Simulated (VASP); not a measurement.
# TeMo5 (F-43m) in VASP: a series of runs

The runs below take TeMo5 through relaxation of cell and atoms, single point, with PBE.

All numbers are computed with VASP 6.6.1; they aren't measurements. Logs are shortened: lines on timing, memory, paths and dates and some standing lists are left out, and cuts for length are marked.

## (1) The cell of the first run

It takes space group F-43m (No. 216, cubic). Conventional cell: a = 7.851 Å, b = 7.851 Å, c = 7.851 Å, α = 90.00°, β = 90.00°, γ = 90.00°. Te (site symmetry -43m) has 16 Mo at 3.25 to 3.40 Å within 4.3 Å. Mo (site symmetry 3m) has 9 Mo at 2.78 to 3.25 Å and 3 Te at 3.25 Å within 3.7 Å. Within 4.3 Å of Mo (site symmetry -43m) lie 12 Mo at 3.25 Å and 4 Te at 3.40 Å.

## (2) Relaxation of cell and atoms, PBE

INCAR reads:

```
  PREC = Accurate
  ENCUT = 600
  EDIFF = 1E-6
  ISMEAR = 0
  SIGMA = 0.1
  LREAL = False
  LASPH = True
  NELM = 100
  ALGO = Fast
  ISIF = 3
  LWAVE = False
  LCHARG = False
  GGA = PE
  IBRION = 2
  NSW = 90
  EDIFFG = -0.04
```

KPOINTS reads:

```
Automatic mesh
0
Gamma
  4 4 4
```

POSCAR reads:

```
TeMo5
1.0
    0.0000000000      3.9253608700      3.9253608700
    3.9253608700      0.0000000000      3.9253608700
    3.9253608700      3.9253608700      0.0000000000
Te Mo
1 5
Direct
    0.0000000000      0.0000000000      0.0000000000
    0.3750000000      0.3750000000      0.8750000000
    0.3750000000      0.8750000000      0.3750000000
    0.8750000000      0.3750000000      0.3750000000
    0.3750000000      0.3750000000      0.3750000000
    0.7500000000      0.7500000000      0.7500000000
```

Potentials or basis: VASP PAW PBE potentials, release 64 (Te, Mo_sv).

Started as:

```sh
$ cat potpaw_PBE.64/Te/POTCAR potpaw_PBE.64/Mo_sv/POTCAR > POTCAR
$ mpirun -np 1 vasp_std > vasp.out
```

OUTCAR:

```text
PREC = Accurate
   ENCUT = 600
   EDIFF = 1E-6
   ISMEAR = 0
   LREAL = False
   LASPH = True
   NELM = 100
   ISIF = 3
   GGA = PE
   IBRION = 2
   NSW = 90
   EDIFFG = -0.04

 ion  position               nearest neighbor table
   1  0.000  0.000  0.000-   2 3.25   3 3.25   4 3.25   3 3.25   4 3.25   5 3.25   2 3.25   4 3.25
                             2 3.25   3 3.25   5 3.25   5 3.25   6 3.40   6 3.40   6 3.40   6 3.40
   2  0.375  0.375  0.875-   5 2.78   3 2.78   4 2.78   5 2.78   3 2.78   4 2.78   1 3.25   1 3.25
                             6 3.25   6 3.25   1 3.25   6 3.25
   3  0.375  0.875  0.375-   5 2.78   2 2.78   2 2.78   4 2.78   5 2.78   4 2.78   6 3.25   1 3.25
                             1 3.25   6 3.25   1 3.25   6 3.25
   4  0.875  0.375  0.375-   5 2.78   2 2.78   3 2.78   2 2.78   3 2.78   5 2.78   6 3.25   1 3.25
                             6 3.25   1 3.25   6 3.25   1 3.25
   5  0.375  0.375  0.375-   2 2.78   3 2.78   4 2.78   2 2.78   3 2.78   4 2.78   1 3.25   6 3.25
                             1 3.25   6 3.25   1 3.25   6 3.25
   6  0.750  0.750  0.750-   2 3.25   3 3.25   2 3.25   4 3.25   3 3.25   4 3.25   5 3.25   2 3.25
                             3 3.25   4 3.25   5 3.25   5 3.25   1 3.40   1 3.40   1 3.40   1 3.40

  LATTYP: Found a face centered cubic cell.
 ALAT       =     7.8507217400

  Lattice vectors:

 A1 = (   0.0000000000,   3.9253608700,   3.9253608700)
 A2 = (   3.9253608700,   0.0000000000,   3.9253608700)
 A3 = (   3.9253608700,   3.9253608700,   0.0000000000)

Analysis of symmetry for initial positions (statically):
=====================================================================
 Subroutine PRICEL returns:
 Original cell was already a primitive cell.

 Routine SETGRP: Setting up the symmetry group for a
 face centered cubic supercell.

 Subroutine GETGRP returns: Found 24 space group operations
 (whereof 24 operations were pure point group operations)
 out of a pool of 48 trial point group operations.

The static configuration has the point symmetry T_d .

Analysis of symmetry for dynamics (positions and initial velocities):
=====================================================================
 Subroutine PRICEL returns:
 Original cell was already a primitive cell.

 Routine SETGRP: Setting up the symmetry group for a
 face centered cubic supercell.

 Subroutine GETGRP returns: Found 24 space group operations
 (whereof 24 operations were pure point group operations)
 out of a pool of 48 trial point group operations.

The dynamic configuration has the point symmetry T_d .

 Subroutine INISYM returns: Found 24 space group operations
 (whereof 24 operations are pure point group operations),
 and found     1 'primitive' translations

----------------------------------------------------------------------------------------

                                     Primitive cell

  volume of cell :     120.9675

  direct lattice vectors                    reciprocal lattice vectors
     0.000000000  3.925360870  3.925360870    -0.127376824  0.127376824  0.127376824
     3.925360870  0.000000000  3.925360870     0.127376824 -0.127376824  0.127376824
     3.925360870  3.925360870  0.000000000     0.127376824  0.127376824 -0.127376824

  length of vectors
     5.551298580  5.551298580  5.551298580     0.220623131  0.220623131  0.220623131

  position of ions in fractional coordinates (direct lattice)
     0.000000000  0.000000000  0.000000000
     0.375000000  0.375000000  0.875000000
     0.375000000  0.875000000  0.375000000
     0.875000000  0.375000000  0.375000000
     0.375000000  0.375000000  0.375000000
     0.750000000  0.750000000  0.750000000

  ion indices of the primitive-cell ions
   primitive index   ion index
                 1           1
                 2           2
                 3           3
                 4           4
                 5           5
                 6           6

----------------------------------------------------------------------------------------

 KPOINTS: Automatic mesh

Automatic generation of k-mesh.
 Grid dimensions read from file:
 generate k-points for:    4    4    4

 Generating k-lattice:

  Cartesian coordinates                     Fractional coordinates (reciprocal lattice)
    -0.031844206  0.031844206  0.031844206     0.250000000  0.000000000  0.000000000
     0.031844206 -0.031844206  0.031844206     0.000000000  0.250000000  0.000000000
     0.031844206  0.031844206 -0.031844206     0.000000000  0.000000000  0.250000000

  Length of vectors
     0.055155783  0.055155783  0.055155783

  Shift w.r.t. Gamma in fractional coordinates (k-lattice)
     0.000000000  0.000000000  0.000000000

 Subroutine IBZKPT returns following result:
 ===========================================

 Found      8 irreducible k-points:

 Following reciprocal coordinates:
            Coordinates               Weight
  0.000000  0.000000  0.000000      1.000000
[... 67 lines left out ...]

 number of electron      75.9999997 magnetization

 Free energy of the ion-electron system (eV)
  ---------------------------------------------------
  ext. energy  EPLUGINS =         0.00000000
  ---------------------------------------------------
  free energy    TOTEN  =       -53.27037727 eV

  energy without entropy =      -53.21929368  energy(sigma->0) =      -53.24483547

 E-fermi :   9.8003     XC(G=0): -11.8935

 val. band max:        9.7931588970   @ k =   0.5000   0.5000   0.0000
 cond. band min:       9.8169875380   @ k =   0.5000   0.2500   0.0000
 fundamental gap:      0.0238286410
 Fermi energy:         9.8002995320

 k-point     1 :       0.0000    0.0000    0.0000
  band No.  band energies     occupation
      1     -51.6271      2.00000
      2     -51.3409      2.00000
      3     -51.1587      2.00000
      4     -51.1587      2.00000
      5     -51.1587      2.00000
      6     -26.0910      2.00000
[... 37 lines left out ...]
     44      11.3146      0.00000
     45      12.6814      0.00000
[... 547 lines left out ...]
 VOLUME and BASIS-vectors are now :
 -----------------------------------------------------------------------------
  energy-cutoff  :      600.00
  volume of cell :      103.16
      direct lattice vectors                 reciprocal lattice vectors
    -0.000000000  3.722408980  3.722408980    -0.134321619  0.134321619  0.134321619
     3.722408980 -0.000000000  3.722408980     0.134321619 -0.134321619  0.134321619
     3.722408980  3.722408980  0.000000000     0.134321619  0.134321619 -0.134321619

 POSITION                                       TOTAL-FORCE (eV/Angst)
 -----------------------------------------------------------------------------------
      0.00000      0.00000      0.00000         0.000000     -0.000000      0.000000
      4.66046      4.66046      2.78436        -0.040605     -0.040605      0.040605
      4.66046      2.78436      4.66046        -0.040605      0.040605     -0.040605
      2.78436      4.66046      4.66046         0.040605     -0.040605     -0.040605
      2.78436      2.78436      2.78436         0.040605      0.040605      0.040605
      5.58361      5.58361      5.58361         0.000000     -0.000000     -0.000000
 -----------------------------------------------------------------------------------
    total drift:                               -0.000000     -0.000000     -0.000000

  FREE ENERGIE OF THE ION-ELECTRON SYSTEM (eV)
  ---------------------------------------------------
  free  energy   TOTEN  =       -54.6178154109 eV

  energy  without entropy=      -54.5752209818  energy(sigma->0) =      -54.59651820

--------------------------------------- Ionic step        7  -------------------------------------------

 number of electron      76.0000004 magnetization

 Free energy of the ion-electron system (eV)
  ---------------------------------------------------
  ext. energy  EPLUGINS =         0.00000000
  ---------------------------------------------------
  free energy    TOTEN  =       -54.61812713 eV

  energy without entropy =      -54.57495751  energy(sigma->0) =      -54.59654232

 E-fermi :  12.1999     XC(G=0): -12.7282

 val. band max:       12.1885841981   @ k =  -0.2500   0.2500   0.0000
 cond. band min:      12.2071350761   @ k =   0.5000   0.5000   0.0000
 fundamental gap:      0.0185508780
 Fermi energy:        12.1999062736

 k-point     1 :       0.0000    0.0000    0.0000
  band No.  band energies     occupation
      1     -49.0911      2.00000
      2     -48.9377      2.00000
      3     -48.6052      2.00000
      4     -48.6052      2.00000
      5     -48.6052      2.00000
      6     -24.2214      2.00000
[... 37 lines left out ...]
     44      14.0066      0.00000
     45      14.7079      0.00000
[... 339 lines left out ...]
  FORCE on cell =-STRESS in cart. coord.  units (eV):
  Direction    XX          YY          ZZ          XY          YZ          ZX
  --------------------------------------------------------------------------------------
  -------------------------------------------------------------------------------------
  Total       -0.0068174     -0.0068174     -0.0068174     -0.0000000      0.0000000      0.0000000
  in kB       -0.1058649     -0.1058649     -0.1058649     -0.0000000      0.0000000      0.0000000
  external PRESSURE =      -0.1058649 kB  Pullay stress =       0.0000000 kB

 VOLUME and BASIS-vectors are now :
 -----------------------------------------------------------------------------
  energy-cutoff  :      600.00
  volume of cell :      103.18
      direct lattice vectors                 reciprocal lattice vectors
    -0.000000000  3.722623645  3.722623645    -0.134313873  0.134313873  0.134313873
     3.722623645 -0.000000000  3.722623645     0.134313873 -0.134313873  0.134313873
     3.722623645  3.722623645  0.000000000     0.134313873  0.134313873 -0.134313873

 POSITION                                       TOTAL-FORCE (eV/Angst)
 -----------------------------------------------------------------------------------
      0.00000      0.00000      0.00000         0.000000      0.000000      0.000000
      4.65941      4.65941      2.78583         0.000908      0.000908     -0.000908
      4.65941      2.78583      4.65941         0.000908     -0.000908      0.000908
      2.78583      4.65941      4.65941        -0.000908      0.000908      0.000908
      2.78583      2.78583      2.78583        -0.000908     -0.000908     -0.000908
      5.58394      5.58394      5.58394         0.000000      0.000000      0.000000
 -----------------------------------------------------------------------------------
    total drift:                               -0.000000     -0.000000     -0.000000

  FREE ENERGIE OF THE ION-ELECTRON SYSTEM (eV)
  ---------------------------------------------------
  free  energy   TOTEN  =       -54.6181271279 eV

  energy  without entropy=      -54.5749575069  energy(sigma->0) =      -54.59654232

 reached required accuracy - stopping structural energy minimisation
```

Run time: 6.3 min. Hardware: 1 thread of Intel Xeon Platinum 8488C (Sapphire Rapids), shared host; peak memory 0.35 GiB.

What came out:

| Quantity | Value |
| --- | --- |
| Free energy | -54.6181 eV |
| Relaxed volume | 17.20 Å³/atom |
| Relaxed cell | a = 5.265 Å, b = 5.265 Å, c = 5.265 Å, α = 60.00°, β = 60.00°, γ = 60.00° |
| Space group after relaxing (to 0.05 Å) | F-43m (No. 216) |
| Energy gained by relaxing | 224.6 meV/atom |
| Ionic steps | 7 |
| Pressure after relaxing | 0.0 GPa |
| Band gap on the k mesh | zero (band 38 reaches 12.91 eV, above the bottom of band 39 at 11.91 eV) |

The path:
```
step  energy change (eV)  largest force (eV/Å)  pressure (GPa)  volume (Å³)
   1              0.0000                0.0020          -20.98       120.97
   2              3.5077                0.8470           85.17        80.38
   3             -1.3317                0.2625           -2.31       104.55
   4             -1.3403                0.2905           -0.72       103.65
   5             -1.3412                0.3030           -0.01       103.26
   6             -1.3474                0.0703            0.01       103.16
   7             -1.3477                0.0016           -0.01       103.18
```

Final structure:
```
Te Mo
1.0
     0.00000    3.72262    3.72262
     3.72262    0.00000    3.72262
     3.72262    3.72262    0.00000
Te Mo
1 5
Direct
  0.00000 0.00000 0.00000
  0.37418 0.37418 0.87747
  0.37418 0.87747 0.37418
  0.87747 0.37418 0.37418
  0.37418 0.37418 0.37418
  0.75000 0.75000 0.75000
```

Caveat: spin-orbit coupling is left out, which moves the levels of the heavy elements.

## (3) Single point, PBE, collinear spin, ferromagnetic start

This run uses another cell than the first one, of 17.17 Å³/atom, 0.852 times its volume.

INCAR reads:

```
PREC = Accurate
ENCUT = 520
EDIFF = 1E-7
ISMEAR = 0
SIGMA = 0.1
LREAL = F
LASPH = T
NELM = 150
ALGO = Fast
ISIF = 2
LWAVE = F
LCHARG = T
ISPIN = 2
MAGMOM = 0 1 1 1 1 1
LORBIT = 11
LMAXMIX = 4
GGA = PE
LELF = T
LVHAR = T
NBANDS = 51
```

KPOINTS reads:

```
regular mesh
0
Gamma
  4 4 4
```

POSCAR reads:

```
TeMo5
1.0
    0.0000000000      3.7207144941      3.7207144941
    3.7207144941      0.0000000000      3.7207144941
    3.7207144941      3.7207144941      0.0000000000
Te Mo
1 5
Direct
    0.0000000000      0.0000000000      0.0000000000
    0.6259520576      0.6259520576      0.6259520576
    0.1221438273      0.6259520576      0.6259520576
    0.6259520576      0.6259520576      0.1221438273
    0.6259520576      0.1221438273      0.6259520576
    0.2500000000      0.2500000000      0.2500000000
```

Potentials or basis: VASP PAW PBE potentials, release 64 (Te, Mo_sv).

Started as:

```sh
$ cat potpaw_PBE.64/Te/POTCAR potpaw_PBE.64/Mo_sv/POTCAR > POTCAR
$ mpirun -np 1 vasp_std > vasp.out
```

Wall time 2.5 min (1 thread of Intel Xeon Platinum 8488C (Sapphire Rapids), shared host); peak memory 0.31 GiB.

The run converged. Its results:

```
Free energy                                           : -54.6069 eV
Pressure                                              : 0.3 GPa
Largest force                                         : 0.048 eV/Å
Band gap on the k mesh                                : zero (filled and empty bands overlap)
Net moment                                            : 0.02 μB per cell
Valence electrons inside the program's atomic spheres : Te 3.27; Mo 12.63, 12.15
```

Forces on the atoms (eV/Å):
```
Te   0.000  0.000  0.000
Mo  -0.028 -0.028 -0.028
Mo  -0.028  0.028  0.028
Mo   0.028  0.028 -0.028
Mo   0.028 -0.028  0.028
Mo   0.000  0.000  0.000
```

Levels at points of the mesh, in eV from the Fermi level:
Spin up:
```tsv
k point	band 34	band 35	band 36	band 37	band 38	band 39	band 40	band 41	band 42	band 43
(0.00, 0.00, 0.00)	-1.37	-1.32	-1.32	0.71	0.71	0.71	1.41	1.41	1.41	1.82
(0.50, 0.00, 0.00)	-1.58	-1.58	-1.14	-0.85	0.42	0.42	0.60	0.73	0.73	1.16
(0.50, 0.50, 0.00)	-1.90	-1.63	-1.07	-1.07	-0.94	-0.30	0.01	0.87	0.97	1.17
```
Spin down:
```
           k point  band 35  band 36  band 37  band 38  band 39  band 40  band 41  band 42
(0.00, 0.00, 0.00)    -1.31    -1.31     0.71     0.71     0.71     1.41     1.41     1.41
(0.50, 0.00, 0.00)    -1.58    -1.14    -0.85     0.42     0.42     0.60     0.73     0.73
(0.50, 0.50, 0.00)    -1.62    -1.07    -1.07    -0.94    -0.29     0.01     0.87     0.97
```

Caveat: the k points lie up to 0.37 Å⁻¹ apart; spin-orbit coupling is left out, which moves the levels of the heavy elements.

## (4) Single point, PBE

This run uses another cell than the first one, of 17.18 Å³/atom, 0.852 times its volume.

INCAR reads:

```
PREC = Accurate
ENCUT = 520
EDIFF = 1E-6
ISMEAR = 0
SIGMA = 0.1
LREAL = False
LASPH = True
NELM = 60
ALGO = Fast
ISIF = 2
LWAVE = False
LCHARG = True
GGA = PE
LELF = True
LVHAR = True
NBANDS = 47
```

KPOINTS reads:

```
Automatic mesh
0
Gamma
  10 10 10
```

POSCAR reads:

```
TeMo5
1.0
    0.0000000000      3.7218288733      3.7218288733
    3.7218288733      0.0000000000      3.7218288733
    3.7218288733      3.7218288733      0.0000000000
Te Mo
1 5
Direct
    0.0000000000      0.0000000000      0.0000000000
    0.6257231235      0.6257231235      0.6257231235
    0.1228306296      0.6257231235      0.6257231235
    0.6257231235      0.6257231235      0.1228306296
    0.6257231235      0.1228306296      0.6257231235
    0.2500000000      0.2500000000      0.2500000000
```

Started as:

```sh
$ cat potpaw_PBE.64/Te/POTCAR potpaw_PBE.64/Mo_sv/POTCAR > POTCAR
$ mpirun -np 1 vasp_std > vasp.out
```

Run time: 4.8 min. Hardware: 1 thread of Intel Xeon Platinum 8488C (Sapphire Rapids), shared host; peak memory 0.35 GiB.

The run converged. Its results:

- Free energy: -54.5978 eV
- Pressure: 0.4 GPa
- Largest force: 0.010 eV/Å
- Band gap on the k mesh: zero (band 38 reaches 12.92 eV, above the bottom of band 39 at 11.79 eV)

Forces in eV/Å, atoms in the order of the input:
```
Te   0.000  0.000  0.000
Mo  -0.006 -0.006 -0.006
Mo  -0.006  0.006  0.006
Mo   0.006  0.006 -0.006
Mo   0.006 -0.006  0.006
Mo   0.000  0.000  0.000
```

Levels at points of the mesh, in eV from the Fermi level:
| k point | band 35 | band 36 | band 37 | band 38 | band 39 | band 40 | band 41 | band 42 |
| --- | --- | --- | --- | --- | --- | --- | --- | --- |
| (0.00, 0.00, 0.00) | -1.28 | -1.28 | 0.72 | 0.72 | 0.72 | 1.39 | 1.39 | 1.39 |
| (0.50, 0.00, 0.00) | -1.58 | -1.15 | -0.83 | 0.42 | 0.42 | 0.60 | 0.73 | 0.73 |
| (0.50, 0.50, 0.00) | -1.63 | -1.08 | -1.08 | -0.96 | -0.29 | 0.03 | 0.88 | 0.99 |

Caveat: spin-orbit coupling is left out, which moves the levels of the heavy elements.

## (5) The runs side by side

```csv
task,spin,cell,k mesh,cutoff (eV),gap on the mesh (eV),pressure (GPa),largest force (eV/Å)
relaxation of cell and atoms,off,"relaxed from a = 5.551 Å, angles 60.0°, 6 atoms",4 × 4 × 4,600,none,0.0,-
single point,"collinear, ferromagnetic start","a = 5.262 Å, angles 60.0°, 6 atoms",4 × 4 × 4,520,none,0.3,0.05
single point,off,"a = 5.263 Å, angles 60.0°, 6 atoms",10 × 10 × 10,520,none,0.4,0.01
```

Some of these runs hold the atoms at other places in the same cell, which the table doesn't show; runs alike in all that it shows share one row.

Alike in all rows: level PBE; potentials or basis VASP PAW PBE potentials, release 64 (Te, Mo_sv); smearing gaussian 0.1 eV.

Caveats: some runs use coarse meshes; spin-orbit coupling is left out, which moves the levels of the heavy elements.

Total energies depend on the potentials used, so only differences within one code and one set of settings carry meaning.
